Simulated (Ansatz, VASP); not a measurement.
CdS3 in VASP and in Ansatz

INCAR

```
SYSTEM = CdS3
PREC     = Accurate       ! precision mode
ENCUT    = 500            ! plane-wave cutoff, eV
EDIFF    = 1E-6           ! SCF threshold, eV
ISMEAR   = 0              ! smearing method
SIGMA    = 0.1            ! smearing width, eV
LREAL    = .False.        ! projectors in reciprocal space
LASPH    = .True.         ! aspherical terms in the spheres
NELM     = 120            ! most SCF steps
ALGO     = Normal         ! electronic algorithm
ISIF     = 2              ! what is computed and relaxed
LWAVE    = .False.        ! write WAVECAR
LCHARG   = .False.        ! write CHGCAR
GGA      = PE             ! functional
NBANDS   = 23             ! bands
GGA_COMPAT= .False.
```

File KPOINTS:

```
Automatic mesh
0
Gamma
  4 4 4
  0 0 0
```

The input POSCAR:

```
CdS3
1.0
    0.0000000000      3.6537444600      3.6537444600
    3.6537444600      0.0000000000      3.6537444600
    3.6537444600      3.6537444600      0.0000000000
Cd S
1 3
Direct
    0.0000000000      0.0000000000      0.0000000000
    0.2500000000      0.2500000000      0.2500000000
    0.7500000000      0.7500000000      0.7500000000
    0.5000000000      0.5000000000      0.5000000000
```

Input for Ansatz:

```yaml
crystal:
  lattice:
    - [0.0, 3.65374446, 3.65374446]
    - [3.65374446, 0.0, 3.65374446]
    - [3.65374446, 3.65374446, 0.0]
  atoms:
    - { symbol: Cd, position: [0.0, 0.0, 0.0] }
    - { symbol: S, position: [0.25, 0.25, 0.25] }
    - { symbol: S, position: [0.75, 0.75, 0.75] }
    - { symbol: S, position: [0.5, 0.5, 0.5] }
basis:
  ecutwfc: 420
kpoints:
  mp_grid: { grid: [4, 4, 4] }
hamiltonian:
  xc: pbe
scf:
  occupations: { method: gaussian, width: 0.1 }
  lower_state_search: "off"
output:
  forces: true
  stress: true
  eigenvalues: true
```

Change from the starting cell: species swapped into the CdIn3 type (Fm-3m, No. 225).

Alike in both runs: task single point; functional PBE; k mesh 4 × 4 × 4; occupations gaussian, width 0.1 eV; no spin polarisation.

```csv
,VASP,Ansatz
version,VASP 6.6.1,Ansatz 0.2.0
potentials or method,"VASP PAW PBE potentials, release 64 (Cd, S), cutoff 500 eV","scalar-relativistic, plane waves, PAW"
valence electrons in the cell,30,38
```

```csv
,VASP,Ansatz,Ansatz less VASP
gap on the k mesh at the Fermi level (eV),none,none,-
pressure (GPa),-10.1,-10.1,-0.02
```

A gap of «none» marks a metal or a gap that the smearing closes. The functional is the same, so the differences come from potentials, cutoffs and numerics. VASP's potentials hold 30 valence electrons a cell and Ansatz's 38, so a difference there can come from the potentials and not from the codes.

The k mesh is coarse, so the values compare programs but aren't converged.
